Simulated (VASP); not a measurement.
Runs of VASP 6.6.1 on HfC. The structure is that of space group Fm-3m (No. 225), or close to it. The cells are those of the table. 

```csv
task,level,spin,U,cell,k mesh,cutoff (eV),smearing,grid for exact exchange (PRECFOCK),share of exact exchange,gap on the mesh (eV),pressure (GPa),relaxed volume (Å³/atom)
single point,revPBE+D4,off,-,"a = 3.271 Å, angles 60.0°, 2 atoms",10 × 10 × 10,520,fermi-dirac 0.05 eV,-,-,none,-0.7,-
single point,PBE0,off,-,"a = 3.221 Å, angles 60.0°, 2 atoms",6 × 6 × 6,520,fermi-dirac 0.05 eV,Normal,0.25,none,(a),-
single point,BLYP+D3(BJ),off,-,"a = 3.270 Å, angles 60.0°, 2 atoms",10 × 10 × 10,520,fermi-dirac 0.05 eV,-,-,none,0.2,-
relaxation of cell and atoms,revPBE+D3(BJ),off,-,"relaxed from a = 3.288 Å, angles 60.0°, 2 atoms",10 × 10 × 10,600,fermi-dirac 0.05 eV,-,-,none,0.1,12.22
single point,HF,off,-,"a = 3.361 Å, angles 60.0°, 2 atoms",5 × 5 × 5,520,fermi-dirac 0.05 eV,Normal,1,none,(b),-
single point,PBE0,off,-,"a = 3.266 Å, angles 60.0°, 2 atoms",6 × 6 × 6,520,fermi-dirac 0.05 eV,Normal,0.25,none,0.4,-
single point,r2SCAN+U,"non-collinear, zero start, SOC",Hf d U = 7.0 eV,"a = 3.445 Å, angles 60.0°, 2 atoms",10 × 10 × 10,520,gaussian 0.005 eV,-,-,-,-10.0,-
relaxation of cell and atoms,PBE,off,-,"relaxed from a = 3.288 Å, angles 60.0°, 2 atoms",10 × 10 × 10,600,fermi-dirac 0.05 eV,-,-,none,0.0,12.54
single point,BLYP,off,-,"a = 3.288 Å, angles 60.0°, 2 atoms",10 × 10 × 10,520,fermi-dirac 0.05 eV,-,-,none,7.6,-
single point,BLYP+D3(BJ),off,-,"a = 3.288 Å, angles 60.0°, 2 atoms",10 × 10 × 10,520,tetrahedron,-,-,none,-3.8,-
single point,PBEsol,off,-,"a = 3.288 Å, angles 60.0°, 2 atoms",10 × 10 × 10,520,gaussian 0.05 eV,-,-,none,-7.0,-
```

Q: Estimate the missing entries.

A: (a) 12.1; (b) -7.9.

Caveats: some runs use coarse meshes; the PAW data sets were made with another functional, which shifts forces and pressure a little (at least some runs); spin-orbit coupling is left out, which moves the levels of the heavy elements (at least some runs); the cell stands under tension (at least some runs); the U is typed as a test and isn't derived for this compound (at least some runs); the cell stands under pressure (at least some runs); tetrahedron occupations give inexact forces and stress in metals (at least some runs).

A k mesh can miss the band edges, and rows without SOC leave out spin-orbit coupling on Hf.

A gap of «none» marks levels without a gap at the run's occupations.
